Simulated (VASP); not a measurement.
TaN (WC type), 2 atoms in the cell. It takes space group P-6m2 (No. 187, hexagonal). The conventional cell has a = 2.610 Å, b = 2.610 Å, c = 2.558 Å, α = 90.00°, β = 90.00°, γ = 120.00°. Within 2.7 Å of Ta (site symmetry -6m2) lie 6 N at 1.98 Å and 8 Ta at 2.56 to 2.61 Å. N (site symmetry -6m2) has 6 Ta at 1.98 Å and 8 N at 2.56 to 2.61 Å within 2.7 Å. 

* Program: VASP 6.6.1
* Task: relaxation of cell and atoms
* Functional: PBE
* Potentials or basis: VASP PAW PBE potentials, release 64 (Ta_pv, N)
* Cutoff: 600 eV
* k mesh: 17 × 17 × 15
* Occupations: fermi-dirac, width 0.1 eV
* Spin: no spin polarisation
* Target pressure: 260 GPa
* Dipole correction: no
* Further INCAR settings: ALGO = Normal; EDIFF = 1e-07; IBRION = 2; EDIFFG = -0.005; NSW = 60; ISIF = 3

Potentials or basis: VASP PAW PBE potentials, release 64 (Ta_pv, N).

Command:

```sh
$ cat potpaw_PBE.64/Ta_pv/POTCAR potpaw_PBE.64/N/POTCAR > POTCAR
$ mpirun -np 1 vasp_std > vasp.out
```

Hardware: 1 thread of Intel(R) Xeon(R) Platinum 8488C (Sapphire Rapids), on a shared host.

Question: How long does it take, and how much memory?

Answer: Run time: 2.1 min on 1 thread of Intel(R) Xeon(R) Platinum 8488C (Sapphire Rapids) (shared host), peak memory 0.2 GiB. Counts: scf iterations 72, k points 264, ion steps 9.
